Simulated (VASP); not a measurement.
# Sr2Sc3 (Pm-3m) in VASP: single point with PBE

Aim: the single point of Sr2Sc3 with PBE.

Everything below comes from runs of VASP 6.6.1. Logs are shortened: lines on timing, memory, paths and dates and some standing lists are left out, and cuts for length are marked.

### Step 1. The cell of the first run

The structure is cubic, space group Pm-3m (No. 221). Conventional cell: a = 5.151 Å, b = 5.151 Å, c = 5.151 Å, α = 90.00°, β = 90.00°, γ = 90.00°. Sr (site symmetry m-3m) has 6 Sc at 2.58 Å within 3.4 Å. Within 4.8 Å of Sr (site symmetry m-3m) lie 12 Sc at 3.64 Å and 8 Sr at 4.46 Å. Sc (site symmetry 4/mmm) has 2 Sr at 2.58 Å within 3.4 Å.

The cell was generated, and may not be a known phase.

### Step 2. Single point, PBE

File INCAR:

```
SYSTEM = Sr2Sc3
ALGO = Normal ; EDIFF = 1E-6
ENCUT = 520 ; GGA = PE
ISIF = 2 ; ISMEAR = 0
LASPH = .True. ; LCHARG = .True.
LELF = .True. ; LREAL = .False.
LVHAR = .True. ; LWAVE = .False.
NBANDS = 34 ; NELM = 100
PREC = Accurate ; SIGMA = 0.1
```

File KPOINTS:

```
k-points
0
Gamma
  4 4 4
  0 0 0
```

File POSCAR:

```
Sr2Sc3
1.0
    5.1514990800      0.0000000000      0.0000000000
    0.0000000000      5.1514990800      0.0000000000
    0.0000000000      0.0000000000      5.1514990800
Sr Sc
2 3
Direct
    0.0000000000      0.0000000000      0.0000000000
    0.5000000000      0.5000000000      0.5000000000
    0.5000000000      0.0000000000      0.0000000000
    0.0000000000      0.5000000000      0.0000000000
    0.0000000000      0.0000000000      0.5000000000
```

Potentials or basis: VASP PAW PBE potentials, release 64 (Sr_sv, Sc_sv).

Launch:

```bash
> cat potpaw_PBE.64/Sr_sv/POTCAR potpaw_PBE.64/Sc_sv/POTCAR > POTCAR
> mpirun -np 1 vasp_std > vasp.out
```

OUTCAR:

```text
SYSTEM = Sr2Sc3
   EDIFF = 1E-6
   ENCUT = 520
   GGA = PE
   ISIF = 2
   ISMEAR = 0
   LASPH = .True.
   LREAL = .False.
   NELM = 100
   PREC = Accurate

 ion  position               nearest neighbor table
   1  0.000  0.000  0.000-   3 2.58   4 2.58   5 2.58   5 2.58   4 2.58   3 2.58   2 4.46   2 4.46
                             2 4.46   2 4.46   2 4.46   2 4.46   2 4.46   2 4.46
   2  0.500  0.500  0.500-   3 3.64   4 3.64   5 3.64   3 3.64   4 3.64   3 3.64   5 3.64   3 3.64
                             4 3.64   5 3.64   4 3.64   5 3.64   1 4.46   1 4.46   1 4.46   1 4.46
   3  0.500  0.000  0.000-   1 2.58   1 2.58   2 3.64   2 3.64   2 3.64   2 3.64
   4  0.000  0.500  0.000-   1 2.58   1 2.58   2 3.64   2 3.64   2 3.64   2 3.64
   5  0.000  0.000  0.500-   1 2.58   1 2.58   2 3.64   2 3.64   2 3.64   2 3.64

  LATTYP: Found a simple cubic cell.
 ALAT       =     5.1514990800

  Lattice vectors:

 A1 = (   5.1514990800,   0.0000000000,   0.0000000000)
 A2 = (   0.0000000000,   5.1514990800,   0.0000000000)
 A3 = (   0.0000000000,   0.0000000000,   5.1514990800)

Analysis of symmetry for initial positions (statically):
=====================================================================
 Subroutine PRICEL returns:
 Original cell was already a primitive cell.

 Routine SETGRP: Setting up the symmetry group for a
 simple cubic supercell.

 Subroutine GETGRP returns: Found 48 space group operations
 (whereof 48 operations were pure point group operations)
 out of a pool of 48 trial point group operations.

The static configuration has the point symmetry O_h .

Analysis of symmetry for dynamics (positions and initial velocities):
=====================================================================
 Subroutine PRICEL returns:
 Original cell was already a primitive cell.

 Routine SETGRP: Setting up the symmetry group for a
 simple cubic supercell.

 Subroutine GETGRP returns: Found 48 space group operations
 (whereof 48 operations were pure point group operations)
 out of a pool of 48 trial point group operations.

The dynamic configuration has the point symmetry O_h .

 Subroutine INISYM returns: Found 48 space group operations
 (whereof 48 operations are pure point group operations),
 and found     1 'primitive' translations

----------------------------------------------------------------------------------------

                                     Primitive cell

  volume of cell :     136.7102

  direct lattice vectors                    reciprocal lattice vectors
     5.151499080  0.000000000  0.000000000     0.194118253  0.000000000  0.000000000
     0.000000000  5.151499080  0.000000000     0.000000000  0.194118253  0.000000000
     0.000000000  0.000000000  5.151499080     0.000000000  0.000000000  0.194118253

  length of vectors
     5.151499080  5.151499080  5.151499080     0.194118253  0.194118253  0.194118253

  position of ions in fractional coordinates (direct lattice)
     0.000000000  0.000000000  0.000000000
     0.500000000  0.500000000  0.500000000
     0.500000000  0.000000000  0.000000000
     0.000000000  0.500000000  0.000000000
     0.000000000  0.000000000  0.500000000

  ion indices of the primitive-cell ions
   primitive index   ion index
                 1           1
                 2           2
                 3           3
                 4           4
                 5           5

----------------------------------------------------------------------------------------

 KPOINTS: k-points

Automatic generation of k-mesh.
 Grid dimensions read from file:
 generate k-points for:    4    4    4

 Generating k-lattice:

  Cartesian coordinates                     Fractional coordinates (reciprocal lattice)
     0.048529563  0.000000000  0.000000000     0.250000000  0.000000000  0.000000000
     0.000000000  0.048529563  0.000000000     0.000000000  0.250000000  0.000000000
     0.000000000  0.000000000  0.048529563     0.000000000  0.000000000  0.250000000

  Length of vectors
     0.048529563  0.048529563  0.048529563

  Shift w.r.t. Gamma in fractional coordinates (k-lattice)
     0.000000000  0.000000000  0.000000000

 Subroutine IBZKPT returns following result:
 ===========================================

 Found     10 irreducible k-points:

 Following reciprocal coordinates:
            Coordinates               Weight
  0.000000  0.000000  0.000000      1.000000
  0.250000  0.000000  0.000000      6.000000
  0.500000  0.000000  0.000000      3.000000
  0.250000  0.250000  0.000000     12.000000
  0.500000  0.250000  0.000000     12.000000
  0.500000  0.500000  0.000000      3.000000
  0.250000  0.250000  0.250000      8.000000
  0.500000  0.250000  0.250000     12.000000
  0.500000  0.500000  0.250000      6.000000
  0.500000  0.500000  0.500000      1.000000
   k-points           NKPTS =     10   k-points in BZ     NKDIM =     10   number of bands    NBANDS=     34
   number of dos      NEDOS =    301   number of ions     NIONS =      5
   total plane-waves  NPLWV =  64000
   dimension x,y,z NGX =    40 NGY =   40 NGZ =   40
   dimension x,y,z NGXF=    80 NGYF=   80 NGZF=   80
   ions per type =               2   3
   NGX,Y,Z   is equivalent  to a cutoff of  12.91, 12.91, 12.91 a.u.
   NGXF,Y,Z  is equivalent  to a cutoff of  25.82, 25.82, 25.82 a.u.
 SYSTEM =  Sr2Sc3
   PREC   = accura    normal or accurate (medium, high low for compatibility)
   ISTART =      0    job   : 0-new  1-cont  2-samecut
   ICHARG =      2    charge: 1-file 2-atom 10-const
   ISPIN  =      1    spin polarized calculation?
   LNONCOLLINEAR =      F non collinear calculations
   LSORBIT =      F    spin-orbit coupling
   LASPH  =      T    aspherical Exc in radial PAW
   ENCUT  =  520.0 eV  38.22 Ry    6.18 a.u.   9.58  9.58  9.58*2*pi/ulx,y,z
   NELM   =    100;   NELMIN=  2; NELMDL= -5     # of ELM steps
   EDIFF  = 0.1E-05   stopping-criterion for ELM
   LREAL  =      F    real-space projection
   EDIFFG = 0.1E-04   stopping-criterion for IOM
   NSW    =      0    number of steps for IOM
   IBRION =     -1    ionic relax: 0-MD 1-quasi-New 2-CG
   NFREE  =      0    steps in history (QN), initial steepest desc. (CG)
   ISIF   =      2    stress and relaxation
   ISYM   =      2    0-nonsym 1-usesym 2-fastsym
   POTIM  = 0.5000    time-step for ionic-motion
   TEBEG  =    0.0;   TEEND  =   0.0 temperature during run
   PSTRESS=    0.0 pullay stress
   NELECT =      53.0000    total number of electrons
   NUPDOWN=      -1.0000    fix difference up-down
   EMIN   =  10.00;   EMAX   =-10.00  energy-range for DOS
   EFERMI =   0.00;   METHOD = LEGACY
   ISMEAR =     0;   SIGMA  =   0.10  broadening in eV -4-tet -1-fermi 0-gaus
   EFERMI_NEDOS =   21; number of points for ismear=-14 and -15
   IALGO  =     38    algorithm
   IMIX   =      4    mixing-type and parameters
     AMIX     =   0.40;   BMIX     =  1.00
     AMIX_MAG =   1.60;   BMIX_MAG =  1.00
  volume/ion in A,a.u.               =      27.34       184.51
  Fermi-wavevector in a.u.,A,eV,Ry     =   1.193713  2.255790 19.387623  1.424950
  Thomas-Fermi vector in A             =   2.329720
   LORBIT       =      0    0 simple, 1 ext, 2 COOP (PROOUT), +10 PAW based schemes
   GGA     = PE    functional components
   LHFCALC =     F    Hartree Fock is set to
   AEXX    =    0.0000 exact exchange contribution
   IVDW    =     0    specifies the selected vdW correction
   LEPSILON=     F    determine dielectric tensor
   LRPA    =     F    only Hartree local field effects (RPA)
 non-spin polarized calculation
 Gauss-broadening in eV      SIGMA  =   0.10
  energy-cutoff  :      520.00
  volume of cell :      136.71
 maximum number of plane-waves:      3743
 NGX is ok and might be reduce to    40
   NGX = 19   NGY = 19   NGZ = 19

 number of electron      52.9999984 magnetization

 Free energy of the ion-electron system (eV)
  ---------------------------------------------------
  ext. energy  EPLUGINS =         0.00000000
  ---------------------------------------------------
  free energy    TOTEN  =       -16.42893002 eV

  energy without entropy =      -16.39504506  energy(sigma->0) =      -16.41198754

 E-fermi :   3.5793     XC(G=0):  -9.4930

 val. band max:        3.5771534087   @ k =   0.5000   0.2500   0.0000
 cond. band min:       3.6171251148   @ k =   0.5000   0.5000   0.2500
 fundamental gap:      0.0399717061
 Fermi energy:         3.5792797427

 k-point     1 :       0.0000    0.0000    0.0000
  band No.  band energies     occupation
      1     -46.3324      2.00000
      2     -46.3100      2.00000
      3     -46.3100      2.00000
      4     -31.6864      2.00000
      5     -31.6328      2.00000
      6     -25.2362      2.00000
[... 26 lines left out ...]
     33       5.4259      0.00000
     34       5.4259      0.00000

 k-point     2 :       0.2500    0.0000    0.0000
  band No.  band energies     occupation
      1     -46.3294      2.00000
      2     -46.3125      2.00000
      3     -46.3100      2.00000
      4     -31.7102      2.00000
      5     -31.6330      2.00000
      6     -25.2324      2.00000
[... 26 lines left out ...]
     33       4.9292      0.00000
     34       4.9706      0.00000

 k-point     3 :       0.5000    0.0000    0.0000
  band No.  band energies     occupation
      1     -46.3249      2.00000
      2     -46.3164      2.00000
      3     -46.3100      2.00000
      4     -31.7339      2.00000
      5     -31.6331      2.00000
      6     -25.2285      2.00000
[... 26 lines left out ...]
     33       5.1737      0.00000
     34       5.1881      0.00000

 k-point     4 :       0.2500    0.2500    0.0000
  band No.  band energies     occupation
      1     -46.3267      2.00000
      2     -46.3132      2.00000
      3     -46.3114      2.00000
      4     -31.7341      2.00000
      5     -31.6330      2.00000
      6     -25.2286      2.00000
[... 26 lines left out ...]
     33       4.9304      0.00000
     34       5.0779      0.00000

 k-point     5 :       0.5000    0.2500    0.0000
  band No.  band energies     occupation
      1     -46.3225      2.00000
      2     -46.3164      2.00000
      3     -46.3119      2.00000
      4     -31.7577      2.00000
      5     -31.6330      2.00000
      6     -25.2247      2.00000
[... 26 lines left out ...]
     33       4.9420      0.00000
     34       5.3736      0.00000

 k-point     6 :       0.5000    0.5000    0.0000
  band No.  band energies     occupation
      1     -46.3174      2.00000
      2     -46.3164      2.00000
      3     -46.3164      2.00000
      4     -31.7811      2.00000
      5     -31.6328      2.00000
      6     -25.2208      2.00000
[... 26 lines left out ...]
     33       4.9772      0.00000
     34       5.1315      0.00000

 k-point     7 :       0.2500    0.2500    0.2500
  band No.  band energies     occupation
      1     -46.3244      2.00000
      2     -46.3132      2.00000
      3     -46.3132      2.00000
      4     -31.7579      2.00000
      5     -31.6329      2.00000
      6     -25.1685      2.00000
[... 26 lines left out ...]
     33       5.0939      0.00000
     34       5.1522      0.00000

 k-point     8 :       0.5000    0.2500    0.2500
  band No.  band energies     occupation
      1     -46.3206      2.00000
      2     -46.3164      2.00000
      3     -46.3132      2.00000
      4     -31.7813      2.00000
      5     -31.6327      2.00000
      6     -25.1659      2.00000
[... 26 lines left out ...]
     33       4.8667      0.00000
     34       5.1922      0.00000

 k-point     9 :       0.5000    0.5000    0.2500
  band No.  band energies     occupation
      1     -46.3169      2.00000
      2     -46.3164      2.00000
      3     -46.3164      2.00000
      4     -31.8046      2.00000
      5     -31.6325      2.00000
      6     -25.1553      2.00000
[... 26 lines left out ...]
     33       5.0483      0.00000
     34       5.4639      0.00000

 k-point    10 :       0.5000    0.5000    0.5000
  band No.  band energies     occupation
      1     -46.3164      2.00000
      2     -46.3164      2.00000
      3     -46.3164      2.00000
      4     -31.8278      2.00000
      5     -31.6323      2.00000
      6     -25.1053      2.00000
[... 26 lines left out ...]
     33       5.2882      0.00000
     34       5.6264      0.00000

------------------------ aborting loop because EDIFF is reached ----------------------------------------

  FORCE on cell =-STRESS in cart. coord.  units (eV):
  Direction    XX          YY          ZZ          XY          YZ          ZX
  --------------------------------------------------------------------------------------
  -------------------------------------------------------------------------------------
  Total        6.2785779      6.2785779      6.2785779      0.0000000      0.0000000      0.0000000
  in kB       73.5818992     73.5818992     73.5818992      0.0000000      0.0000000      0.0000000
  external PRESSURE =      73.5818992 kB  Pullay stress =       0.0000000 kB

 VOLUME and BASIS-vectors are now :
 -----------------------------------------------------------------------------
  energy-cutoff  :      520.00
  volume of cell :      136.71
      direct lattice vectors                 reciprocal lattice vectors
     5.151499080  0.000000000  0.000000000     0.194118253  0.000000000  0.000000000
     0.000000000  5.151499080  0.000000000     0.000000000  0.194118253  0.000000000
     0.000000000  0.000000000  5.151499080     0.000000000  0.000000000  0.194118253

 POSITION                                       TOTAL-FORCE (eV/Angst)
 -----------------------------------------------------------------------------------
      0.00000      0.00000      0.00000         0.000000      0.000000      0.000000
      2.57575      2.57575      2.57575         0.000000      0.000000      0.000000
      2.57575      0.00000      0.00000         0.000000      0.000000      0.000000
      0.00000      2.57575      0.00000         0.000000      0.000000      0.000000
      0.00000      0.00000      2.57575         0.000000      0.000000      0.000000
 -----------------------------------------------------------------------------------
    total drift:                               -0.000000      0.000000     -0.000000

  FREE ENERGIE OF THE ION-ELECTRON SYSTEM (eV)
  ---------------------------------------------------
  free  energy   TOTEN  =       -16.4289300181 eV

  energy  without entropy=      -16.3950450563  energy(sigma->0) =      -16.41198754
```

Wall time 2.4 min (1 thread of AMD EPYC, shared host); peak memory 0.22 GiB.

Results:

- Free energy: -16.4289 eV
- Pressure: 7.4 GPa
- Band gap on the k mesh: zero (an odd number of electrons rules out a gap without spin polarisation)

Caveat: the cell stands under pressure.

The gap in the log of VASP goes by the Fermi energy; the results here count the filled bands.